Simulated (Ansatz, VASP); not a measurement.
MgIn2N2: VASP beside Ansatz

```
CELL_PARAMETERS angstrom
1.64220 0.94812 7.63638
-1.64220 0.94812 7.63638
0.00000 -1.89625 7.63638
ATOMIC_POSITIONS crystal
Mg 0.00000 0.00000 0.00000
In 0.43845 0.43845 0.43845
In 0.56155 0.56155 0.56155
N 0.27628 0.27628 0.27628
N 0.72372 0.72372 0.72372
```

Alike in both runs: task single point; functional LDA; k mesh 6 × 6 × 6; no spin polarisation.

|  | VASP | Ansatz |
| --- | --- | --- |
| version | VASP 6.6.1 | Ansatz 0.2.0 |
| potentials or method | VASP PAW LDA potentials, release 64 (Mg, In_d, N) | plane waves, PAW |
| plane-wave cutoff (eV) | 520 | 420 |
| occupations | gaussian, width 0.01 eV | fixed |
| valence electrons in the cell | 38 | 46 |

Ansatz gave:

| Item | Value |
| --- | --- |
| pressure (GPa) | -1.6 |
| traceless stress, the component that is largest in VASP (GPa) | -0.44 |
| rms of the force components (eV/Å) | 0.217 |

Task: Estimate VASP's values.

Result: Pressure (GPa): -1.8; traceless stress, the component that is largest in VASP (GPa): -0.42; rms of the force components (eV/Å): 0.224.

LDA's correlation is that of Perdew and Zunger in VASP and of Perdew and Wang (1992) in Ansatz. Atom by atom the forces differ by 0.019 eV/Å (rms over components). VASP's potentials hold 38 valence electrons a cell and Ansatz's 46, so a difference there can come from the potentials and not from the codes.
